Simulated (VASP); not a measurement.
Input of a VASP 6.6.1 run:

File POSCAR:

```
Si
1.0
   -2.2596166613      2.2596166613      1.4932791695
    2.2596166613     -2.2596166613      1.4932791695
    2.2596166613      2.2596166613     -1.4932791695
Si
2
Direct
    0.2500000000      0.7500000000      0.5000000000
    0.5000000000      0.5000000000      0.0000000000
```

The input INCAR.step1:

```
SYSTEM = Si
PREC     = Accurate       ! precision mode
ENCUT    = 520            ! plane-wave cutoff, eV
ISMEAR   = 0              ! smearing method
SIGMA    = 0.15           ! smearing width, eV
LREAL    = .FALSE.        ! projectors in reciprocal space
LASPH    = .TRUE.         ! aspherical terms in the spheres
NELM     = 100            ! most SCF steps
NBANDS   = 11             ! bands
GGA      = PE             ! functional
ALGO     = Normal         ! electronic algorithm
EDIFF    = 1E-4           ! SCF threshold, eV
LWAVE    = .TRUE.         ! write WAVECAR
LCHARG   = .FALSE.        ! write CHGCAR
```

Contents of INCAR.step2:

```
SYSTEM = Si
PREC     = Accurate       ! precision mode
ENCUT    = 520            ! plane-wave cutoff, eV
EDIFF    = 1E-6           ! SCF threshold, eV
ISMEAR   = 0              ! smearing method
SIGMA    = 0.15           ! smearing width, eV
LREAL    = .FALSE.        ! projectors in reciprocal space
LASPH    = .TRUE.         ! aspherical terms in the spheres
NELM     = 100            ! most SCF steps
ALGO     = Normal         ! electronic algorithm
ISIF     = 2              ! what is computed and relaxed
LWAVE    = .FALSE.        ! write WAVECAR
LCHARG   = .FALSE.        ! write CHGCAR
METAGGA  = R2SCAN         ! meta-GGA
LMIXTAU  = .TRUE.       
NBANDS   = 11             ! bands
ISTART   = 1
```

KPOINTS

```
Automatic mesh
0
G
  28 28 28
  0 0 0
```

Potentials or basis: VASP PAW PBE potentials, release 64 (Si).

The run is started by

```console
$ cat potpaw_PBE.64/Si/POTCAR > POTCAR
$ cp INCAR.step1 INCAR
$ mpirun -np 1 vasp_std > vasp.out
$ cp INCAR.step2 INCAR
$ mpirun -np 1 vasp_std > vasp.out
```

Q: Estimate the pressure.

A: 6.5 GPa.

Q: What does it give for the band gap on the k mesh?

A: Zero (bands 4 and 5 overlap by 7.95 eV).

Stress tensor (GPa, compression positive):
```
10.49  0.00  0.00
 0.00 10.49  0.00
 0.00  0.00 -1.40
```

Caveat: the cell stands under pressure; the PAW data sets were made with another functional, which shifts forces and pressure a little.
